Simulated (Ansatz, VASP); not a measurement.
One calculation of InSb, two programs

Contents of INCAR:

```
SYSTEM = InSb
ALGO = Normal ; EDIFF = 1E-6
EDIFFG = -0.01 ; ENCUT = 600
GGA = PE ; IBRION = 2
ISIF = 3 ; ISMEAR = 0
LASPH = .True. ; LCHARG = .False.
LREAL = .False. ; LWAVE = .False.
NELM = 80 ; NSW = 100
PREC = Accurate ; SIGMA = 0.1
```

File KPOINTS:

```
k-points
0
Gamma
  14 14 14
  0 0 0
```

POSCAR

```
InSb
1.0
    0.0000000000      3.2390999800      3.2390999800
    3.2390999800      0.0000000000      3.2390999800
    3.2390999800      3.2390999800      0.0000000000
In Sb
1 1
Direct
    0.0000000000      0.0000000000      0.0000000000
    0.2500000000      0.2500000000      0.2500000000
```

Input for Ansatz:

```yaml
crystal:
  lattice:
    - [0.0, 3.23909998, 3.23909998]
    - [3.23909998, 0.0, 3.23909998]
    - [3.23909998, 3.23909998, 0.0]
  atoms:
    - { symbol: In, position: [0.0, 0.0, 0.0] }
    - { symbol: Sb, position: [0.25, 0.25, 0.25] }
basis:
  ecutwfc: 420
kpoints:
  mp_grid: { grid: [14, 14, 14] }
hamiltonian:
  xc: pbe
scf:
  occupations: { method: gaussian, width: 0.1 }
output:
  forces: true
  stress: true
  eigenvalues: true
  write_density: true
  write_potential: true
  elf: true
  volumetric_format: npy
relax:
  adjacent_minimum: "off"
  f_tol: 0.01
  max_steps: 80
  cell: { stress_tol: 0.05 }
```

Alike in both runs: task relaxation of cell and atoms; functional PBE; k mesh 14 × 14 × 14; occupations gaussian, width 0.1 eV; no spin polarisation.

|  | VASP | Ansatz |
| --- | --- | --- |
| version | VASP 6.6.1 | Ansatz 0.2.0 |
| potentials or method | VASP PAW PBE potentials, release 64 (In_d, Sb), cutoff 600 eV | scalar-relativistic, plane waves, PAW |
| valence electrons in the cell | 18 | 28 |

|  | VASP | Ansatz | Ansatz less VASP |
| --- | --- | --- | --- |
| gap on the k mesh at the Fermi level, each at its own relaxed structure (eV) | none | none | - |
| relaxed volume (Å³/atom) | 36.49 | 36.51 | +0.022 |
| relaxed length of the cell vector where the two differ most in proportion (Å) | 4.691 | 4.692 | +0.0009 |

A gap of «none» marks a metal or a gap that the smearing closes. VASP's potentials hold 18 valence electrons a cell and Ansatz's 28, so a difference there can come from the potentials and not from the codes.

Neither program's run includes spin-orbit coupling.
